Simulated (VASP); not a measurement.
# H (P2_12_12_1) in VASP: single point with PBEsol

Aim: the single point of H with PBEsol.

Program: VASP 6.6.1. These are calculated values, not measurements. Logs are shortened: lines on timing, memory, paths and dates and some standing lists are left out, and cuts for length are marked.

### 1 The cell of the first run

The structure is orthorhombic, space group P2_12_12_1 (No. 19). Conventional cell: a = 7.177 Å, b = 7.187 Å, c = 7.208 Å, α = 90.00°, β = 90.00°, γ = 90.00°. H (site symmetry 1) has 1 H at 0.74 Å within 1.0 Å. Within 1.0 Å of H (site symmetry 1) lie 1 H at 0.74 Å.

### 2 Single point, PBEsol

INCAR

```
SYSTEM = H
PREC     = Accurate       ! precision mode
ENCUT    = 520            ! plane-wave cutoff, eV
EDIFF    = 1E-6           ! SCF threshold, eV
ISMEAR   = 0              ! smearing method
SIGMA    = 0.1            ! smearing width, eV
LREAL    = Auto         
LASPH    = .TRUE.         ! aspherical terms in the spheres
NELM     = 100            ! most SCF steps
ALGO     = Normal         ! electronic algorithm
ISIF     = 2              ! what is computed and relaxed
LWAVE    = .FALSE.        ! write WAVECAR
LCHARG   = .FALSE.        ! write CHGCAR
GGA      = PS             ! functional
ISYM     = 0            
NBANDS   = 22             ! bands
```

KPOINTS

```
Automatic mesh
0
Gamma
  2 2 2
  0.5 0.5 0.5
```

POSCAR

```
H
1.0
    7.1772243400     -7.1869279200      0.0000000000
    7.1772243400      7.1869279200      0.0000000000
   -7.1772243400      0.0000000000      7.2081540300
H
16
Direct
    0.1455278250      0.8672641150      0.6472593300
    0.6455278250      0.3672641150      0.6472593300
    0.2200047850      0.9982684950      0.3527406700
    0.7200047850      0.4982684950      0.3527406700
    0.6327358850      0.8544721750      0.8527406700
    0.1327358850      0.3544721750      0.8527406700
    0.0017315050      0.2799952150      0.1472593300
    0.5017315050      0.7799952150      0.1472593300
    0.6377670500      0.7870260100      0.7802707100
    0.1377670500      0.2870260100      0.7802707100
    0.0067553000      0.3574963400      0.2197292900
    0.5067553000      0.8574963400      0.2197292900
    0.2129739900      0.8622329500      0.7197292900
    0.7129739900      0.3622329500      0.7197292900
    0.1425036600      0.9932447000      0.2802707100
    0.6425036600      0.4932447000      0.2802707100
```

Potentials or basis: VASP PAW PBE potentials, release 64 (H).

Started as:

```bash
> cat potpaw_PBE.64/H/POTCAR > POTCAR
> mpirun -np 1 vasp_std > vasp.out
```

OUTCAR:

```text
SYSTEM = H
   PREC = Accurate
   ENCUT = 520
   EDIFF = 1E-6
   ISMEAR = 0
   LREAL = Auto
   LASPH = .TRUE.
   NELM = 100
   ISIF = 2
   GGA = PS
   ISYM = 0

 ion  position               nearest neighbor table
   1  0.146  0.867  0.647-  13 0.74
   2  0.646  0.367  0.647-  14 0.74
   3  0.220  0.998  0.353-  15 0.74
   4  0.720  0.498  0.353-  16 0.74
   5  0.633  0.854  0.853-   9 0.74
   6  0.133  0.354  0.853-  10 0.74
[... 8 lines left out ...]
  15  0.143  0.993  0.280-   3 0.74
  16  0.643  0.493  0.280-   4 0.74

IMPORTANT INFORMATION: All symmetrisations will be switched off!
NOSYMM: (Re-)initialisation of all symmetry stuff for point group C_1.

----------------------------------------------------------------------------------------

                                     Primitive cell

  volume of cell :     743.6248

  direct lattice vectors                    reciprocal lattice vectors
     7.177224340 -7.186927920  0.000000000     0.069664814 -0.069570755  0.069365887
     7.177224340  7.186927920  0.000000000     0.069664814  0.069570755  0.069365887
    -7.177224340  0.000000000  7.208154030     0.000000000  0.000000000  0.138731775

  length of vectors
    10.156991787 10.156991787 10.172022107     0.120436301  0.120436301  0.138731775

  position of ions in fractional coordinates (direct lattice)
     0.145527825  0.867264115  0.647259330
     0.645527825  0.367264115  0.647259330
     0.220004785  0.998268495  0.352740670
     0.720004785  0.498268495  0.352740670
     0.632735885  0.854472175  0.852740670
     0.132735885  0.354472175  0.852740670
[... 8 lines left out ...]
     0.142503660  0.993244700  0.280270710
     0.642503660  0.493244700  0.280270710

  ion indices of the primitive-cell ions
   primitive index   ion index
                 1           1
                 2           2
                 3           3
                 4           4
                 5           5
                 6           6
[... 8 lines left out ...]
                15          15
                16          16

----------------------------------------------------------------------------------------

 KPOINTS: Automatic mesh

Automatic generation of k-mesh.
 Grid dimensions read from file:
 generate k-points for:    2    2    2

 Generating k-lattice:

  Cartesian coordinates                     Fractional coordinates (reciprocal lattice)
     0.034832407 -0.034785377  0.034682944     0.500000000  0.000000000  0.000000000
     0.034832407  0.034785377  0.034682944     0.000000000  0.500000000  0.000000000
     0.000000000  0.000000000  0.069365887     0.000000000  0.000000000  0.500000000

  Length of vectors
     0.060218150  0.060218150  0.069365887

  Shift w.r.t. Gamma in fractional coordinates (k-lattice)
     0.500000000  0.500000000  0.500000000

 Subroutine IBZKPT returns following result:
 ===========================================

 Found      4 irreducible k-points:

 Following reciprocal coordinates:
            Coordinates               Weight
  0.250000  0.250000  0.250000      2.000000
 -0.250000  0.250000  0.250000      2.000000
 -0.250000  0.250000 -0.250000      2.000000
 -0.250000 -0.250000  0.250000      2.000000
   k-points           NKPTS =      4   k-points in BZ     NKDIM =      4   number of bands    NBANDS=     22
   number of dos      NEDOS =    301   number of ions     NIONS =     16
   total plane-waves  NPLWV = 512000
   dimension x,y,z NGX =    80 NGY =   80 NGZ =   80
   dimension x,y,z NGXF=   160 NGYF=  160 NGZF=  160
   ions per type =              16
   NGX,Y,Z   is equivalent  to a cutoff of  13.09, 13.09, 13.07 a.u.
   NGXF,Y,Z  is equivalent  to a cutoff of  26.19, 26.19, 26.15 a.u.
 SYSTEM =  H
   PREC   = accura    normal or accurate (medium, high low for compatibility)
   ISTART =      0    job   : 0-new  1-cont  2-samecut
   ICHARG =      2    charge: 1-file 2-atom 10-const
   ISPIN  =      1    spin polarized calculation?
   LNONCOLLINEAR =      F non collinear calculations
   LSORBIT =      F    spin-orbit coupling
   LASPH  =      T    aspherical Exc in radial PAW
   ENCUT  =  520.0 eV  38.22 Ry    6.18 a.u.  18.89 18.89 18.91*2*pi/ulx,y,z
   NELM   =    100;   NELMIN=  2; NELMDL= -5     # of ELM steps
   EDIFF  = 0.1E-05   stopping-criterion for ELM
   LREAL  =      T    real-space projection
   EDIFFG = 0.1E-04   stopping-criterion for IOM
   NSW    =      0    number of steps for IOM
   IBRION =     -1    ionic relax: 0-MD 1-quasi-New 2-CG
   NFREE  =      0    steps in history (QN), initial steepest desc. (CG)
   ISIF   =      2    stress and relaxation
   ISYM   =      0    0-nonsym 1-usesym 2-fastsym
   POTIM  = 0.5000    time-step for ionic-motion
   TEBEG  =    0.0;   TEEND  =   0.0 temperature during run
   PSTRESS=    0.0 pullay stress
   NELECT =      16.0000    total number of electrons
   NUPDOWN=      -1.0000    fix difference up-down
   EMIN   =  10.00;   EMAX   =-10.00  energy-range for DOS
   EFERMI =   0.00;   METHOD = LEGACY
   ISMEAR =     0;   SIGMA  =   0.10  broadening in eV -4-tet -1-fermi 0-gaus
   EFERMI_NEDOS =   21; number of points for ismear=-14 and -15
   IALGO  =     38    algorithm
   IMIX   =      4    mixing-type and parameters
     AMIX     =   0.40;   BMIX     =  1.00
     AMIX_MAG =   1.60;   BMIX_MAG =  1.00
  volume/ion in A,a.u.               =      46.48       313.64
  Fermi-wavevector in a.u.,A,eV,Ry     =   0.455334  0.860457  2.820885  0.207329
  Thomas-Fermi vector in A             =   1.438862
   LORBIT       =      0    0 simple, 1 ext, 2 COOP (PROOUT), +10 PAW based schemes
   GGA     = PS    functional components
   LHFCALC =     F    Hartree Fock is set to
   AEXX    =    0.0000 exact exchange contribution
   IVDW    =     0    specifies the selected vdW correction
   LEPSILON=     F    determine dielectric tensor
   LRPA    =     F    only Hartree local field effects (RPA)
 non-spin polarized calculation
 Gauss-broadening in eV      SIGMA  =   0.10
  energy-cutoff  :      520.00
  volume of cell :      743.62
 maximum number of plane-waves:     20034
 NGX is ok and might be reduce to    80
   NGX = 37   NGY = 37   NGZ = 37

 number of electron      16.0000002 magnetization

 Free energy of the ion-electron system (eV)
  ---------------------------------------------------
  ext. energy  EPLUGINS =         0.00000000
  ---------------------------------------------------
  free energy    TOTEN  =       -52.09246247 eV

  energy without entropy =      -52.09246247  energy(sigma->0) =      -52.09246247

 E-fermi :  -9.3736     XC(G=0):  -2.4891

 val. band max:       -9.8337743394   @ k =  -0.2500  -0.2500   0.2500
 cond. band min:      -0.0579433271   @ k =   0.2500   0.2500   0.2500
 fundamental gap:      9.7758310123
 Fermi energy:        -9.3735658059

 k-point     1 :       0.2500    0.2500    0.2500
  band No.  band energies     occupation
      1      -9.9451      2.00000
      2      -9.9450      2.00000
      3      -9.9206      2.00000
      4      -9.9206      2.00000
      5      -9.8643      2.00000
      6      -9.8643      2.00000
[... 12 lines left out ...]
     19       1.4285      0.00000
     20       1.4285      0.00000

 k-point     2 :      -0.2500    0.2500    0.2500
  band No.  band energies     occupation
      1      -9.9650      2.00000
      2      -9.9296      2.00000
      3      -9.9296      2.00000
      4      -9.9036      2.00000
      5      -9.8610      2.00000
      6      -9.8544      2.00000
[... 12 lines left out ...]
     19       1.4942      0.00000
     20       1.8517      0.00000

 k-point     3 :      -0.2500    0.2500   -0.2500
  band No.  band energies     occupation
      1      -9.9650      2.00000
      2      -9.9296      2.00000
      3      -9.9296      2.00000
      4      -9.9036      2.00000
      5      -9.8610      2.00000
      6      -9.8544      2.00000
[... 12 lines left out ...]
     19       1.4942      0.00000
     20       1.8517      0.00000

 k-point     4 :      -0.2500   -0.2500    0.2500
  band No.  band energies     occupation
      1      -9.9819      2.00000
      2      -9.9095      2.00000
      3      -9.9095      2.00000
      4      -9.9086      2.00000
      5      -9.8743      2.00000
      6      -9.8742      2.00000
[... 12 lines left out ...]
     19       1.7900      0.00000
     20       1.7900      0.00000
 [bands above 20 left out]

------------------------ aborting loop because EDIFF is reached ----------------------------------------

  FORCE on cell =-STRESS in cart. coord.  units (eV):
  Direction    XX          YY          ZZ          XY          YZ          ZX
  --------------------------------------------------------------------------------------
  -------------------------------------------------------------------------------------
  Total       -0.2275369      1.4969720      1.5200451     -0.0000032      0.0000036     -0.0000207
  in kB       -0.4902397      3.2253020      3.2750143     -0.0000069      0.0000077     -0.0000446
  external PRESSURE =       2.0033589 kB  Pullay stress =       0.0000000 kB

 VOLUME and BASIS-vectors are now :
 -----------------------------------------------------------------------------
  energy-cutoff  :      520.00
  volume of cell :      743.62
      direct lattice vectors                 reciprocal lattice vectors
     7.177224340 -7.186927920  0.000000000     0.069664814 -0.069570755  0.069365887
     7.177224340  7.186927920  0.000000000     0.069664814  0.069570755  0.069365887
    -7.177224340  0.000000000  7.208154030     0.000000000  0.000000000  0.138731775

 POSITION                                       TOTAL-FORCE (eV/Angst)
 -----------------------------------------------------------------------------------
      2.62351      5.18707      4.66554         0.059676      0.430195     -0.431937
      2.62351     -1.99986      4.66554         0.059676      0.430195     -0.431937
      6.21212      5.59333      2.54261         0.059663     -0.430152      0.431904
      6.21212     -1.59360      2.54261         0.059661     -0.430142      0.431893
      4.55371      1.59360      6.14669        -0.059668      0.430155      0.431929
     -2.62351      1.59360      6.14669        -0.059669      0.430163      0.431939
[... 8 lines left out ...]
      6.13996      6.11421      2.02023        -0.058980      0.430652     -0.430715
      6.13996     -1.07271      2.02023        -0.058980      0.430653     -0.430717
 -----------------------------------------------------------------------------------
    total drift:                               -0.000001      0.000159     -0.000242

  FREE ENERGIE OF THE ION-ELECTRON SYSTEM (eV)
  ---------------------------------------------------
  free  energy   TOTEN  =       -52.0924624708 eV

  energy  without entropy=      -52.0924624708  energy(sigma->0) =      -52.09246247
```

Wall time 93 s (1 thread of Intel Xeon 6975P-C (Granite Rapids), shared host); peak memory 0.82 GiB.

Results:

| Item | Value |
| --- | --- |
| Free energy | -52.0925 eV |
| Pressure | 0.2 GPa |
| Largest force | 0.613 eV/Å |
| Band gap on the k mesh | 9.78 eV |

Forces on the atoms (eV/Å):
```
H    0.060  0.430 -0.432
H    0.060  0.430 -0.432
H    0.060 -0.430  0.432
H    0.060 -0.430  0.432
H   -0.060  0.430  0.432
H   -0.060  0.430  0.432
H   -0.060 -0.430 -0.432
H   -0.060 -0.430 -0.432
H    0.059 -0.431 -0.431
H    0.059 -0.431 -0.431
H    0.059  0.431  0.431
H    0.059  0.431  0.431
H   -0.059 -0.431  0.431
H   -0.059 -0.431  0.431
H   -0.059  0.431 -0.431
H   -0.059  0.431 -0.431
```

Levels at points of the mesh, in eV from the valence-band top:
```
           k point  band 5  band 6  band 7  band 8  band 9  band 10  band 11  band 12
(0.25, 0.25, 0.25)   -0.03   -0.03   -0.01   -0.01    9.78     9.78     9.94     9.94
```

Caveat: the PAW data sets were made with another functional, which shifts forces and pressure a little. A k mesh can miss the band edges.
